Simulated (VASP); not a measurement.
Wanted: the native input for a VASP 6.6.1 run.

| Quantity | Value |
| --- | --- |
| Task | relaxation of cell and atoms |
| Functional | PBE |
| Potentials or basis | VASP PAW PBE potentials, release 64 (Pb_d, F_h) |
| Cutoff | 910 eV |
| k mesh | 8 × 8 × 8 |
| Occupations | fermi-dirac, width 0.02 eV |
| Spin | no spin polarisation |
| Dipole correction | no |
| Further INCAR settings | ALGO = Normal; EDIFF = 1e-07; IBRION = 2; EDIFFG = -0.005; NSW = 80; ISIF = 3 |

The structure of PbF2 lies in POSCAR:

```
PbF2
1.0
    0.0000000000      2.4059029803      2.4059029803
    2.4059029803      0.0000000000      2.4059029803
    2.4059029803      2.4059029803      0.0000000000
Pb F
1 2
Direct
    0.0000000000      0.0000000000      0.0000000000
    0.2500000000      0.2500000000      0.2500000000
    0.7500000000      0.7500000000      0.7500000000
```

These files were run (other wordings do the same):

INCAR

```
SYSTEM = PbF2
PREC = Accurate
ENCUT = 910
EDIFF = 1E-7
ISMEAR = -1
SIGMA = 0.02
LREAL = .FALSE.
LASPH = .TRUE.
NELM = 120
ALGO = Normal
ISIF = 3
LWAVE = .FALSE.
LCHARG = .FALSE.
GGA = PE
IBRION = 2
NSW = 80
EDIFFG = -0.005
GGA_COMPAT = .FALSE.
NELMIN = 4
```

KPOINTS

```
regular mesh
0
G
  8 8 8
  0 0 0
```

Potentials or basis: VASP PAW PBE potentials, release 64 (Pb_d, F_h).

The run is started by

```bash
$ cat potpaw_PBE.64/Pb_d/POTCAR potpaw_PBE.64/F_h/POTCAR > POTCAR
$ mpirun -np 1 vasp_std > vasp.out
```

It gave:

```json
{
  "Relaxed volume": "14.64 Å³/atom",
  "Relaxed cell": "a = 3.960 Å, b = 3.960 Å, c = 3.960 Å, α = 60.00°, β = 60.00°, γ = 60.00°",
  "Space group after relaxing (to 0.1 Å)": "Fm-3m (No. 225)",
  "Pressure after relaxing": "0.0 GPa",
  "Band gap on the k mesh": "4.30 eV (least direct gap 4.46 eV)"
}
```

Caveat: the cutoff is under 1.25 times the usual one of these potentials, so pressure, stress and relaxed cells hold a basis-set (Pulay) error; the volume moved by over 15 % at a fixed basis, so the end points are rough; spin-orbit coupling is left out, which moves the levels of the heavy elements.

Wall time 2.5 min on 1 thread of Intel(R) Xeon(R) 6975P-C (Granite Rapids) (shared host), peak memory 0.22 GiB.
